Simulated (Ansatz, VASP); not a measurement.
## One calculation of C, two programs

INCAR

```
PREC = Accurate
ENCUT = 520
EDIFF = 1E-6
ISMEAR = 0
SIGMA = 0.05
LREAL = False
LASPH = True
NELM = 100
ALGO = Normal
ISIF = 2
LWAVE = False
LCHARG = True
GGA = PE
LELF = True
LVHAR = True
NBANDS = 31
```

KPOINTS

```
regular mesh
0
Gamma
  12 12 12
```

POSCAR

```
C
1.0
    1.3038769885      0.7527937303     10.3670139469
   -1.3038769885      0.7527937303     10.3670139469
    0.0000000000     -1.5055874606     10.3670139469
C
10
Direct
    0.0248257000      0.0248257000      0.0248257000
    0.9751743000      0.9751743000      0.9751743000
    0.1086810650      0.1086810650      0.1086810650
    0.8913189350      0.8913189350      0.8913189350
    0.1583663742      0.1583663742      0.1583663742
    0.8416336258      0.8416336258      0.8416336258
    0.3748589682      0.3748589682      0.3748589682
    0.6251410318      0.6251410318      0.6251410318
    0.4253192967      0.4253192967      0.4253192967
    0.5746807033      0.5746807033      0.5746807033
```

Input for Ansatz:

```yaml
crystal:
  lattice:
    - [1.3038769885, 0.7527937303, 10.3670139469]
    - [-1.3038769885, 0.7527937303, 10.3670139469]
    - [0.0, -1.5055874606, 10.3670139469]
  atoms:
    - { symbol: C, position: [0.0248257, 0.0248257, 0.0248257] }
    - { symbol: C, position: [0.9751743, 0.9751743, 0.9751743] }
    - { symbol: C, position: [0.108681065, 0.108681065, 0.108681065] }
    - { symbol: C, position: [0.891318935, 0.891318935, 0.891318935] }
    - { symbol: C, position: [0.1583663742, 0.1583663742, 0.1583663742] }
    - { symbol: C, position: [0.8416336258, 0.8416336258, 0.8416336258] }
    - { symbol: C, position: [0.3748589682, 0.3748589682, 0.3748589682] }
    - { symbol: C, position: [0.6251410318, 0.6251410318, 0.6251410318] }
    - { symbol: C, position: [0.4253192967, 0.4253192967, 0.4253192967] }
    - { symbol: C, position: [0.5746807033, 0.5746807033, 0.5746807033] }
basis:
  ecutwfc: 520.0
kpoints:
  mp_grid: { grid: [12, 12, 12] }
hamiltonian:
  xc: pbe
  pseudopotentials: { kind: paw, azcp: { folder: soft_1 } }
scf:
  occupations: { method: gaussian, width: 0.05 }
output:
  forces: true
  stress: true
  eigenvalues: true
```

Change from the starting cell: normal strain along x +0.0350, normal strain along y +0.0350.

Alike in both runs: task single point; functional PBE; k mesh 12 × 12 × 12; occupations gaussian, width 0.05 eV; no spin polarisation.

|  | VASP | Ansatz |
| --- | --- | --- |
| version | VASP 6.6.1 | Ansatz 0.2.0 |
| potentials or method | VASP PAW PBE potentials, release 64 (C), cutoff 520 eV | scalar-relativistic, plane waves, PAW |
| valence electrons in the cell | 40 | 40 |

|  | VASP | Ansatz | Ansatz less VASP |
| --- | --- | --- | --- |
| gap on the k mesh at the Fermi level (eV) | 3.98 | 3.99 | +0.008 |
| least direct gap on the mesh (eV) | 4.81 | 4.81 | +0.006 |
| pressure (GPa) | -25.2 | -25.6 | -0.39 |
| traceless stress, the component that is largest in VASP (GPa) | 23.42 | 23.29 | -0.122 |
| rms of the force components (eV/Å) | 0.032 | 0.030 | -0.0025 |

Atom by atom the forces differ by 0.005 eV/Å (rms over components).
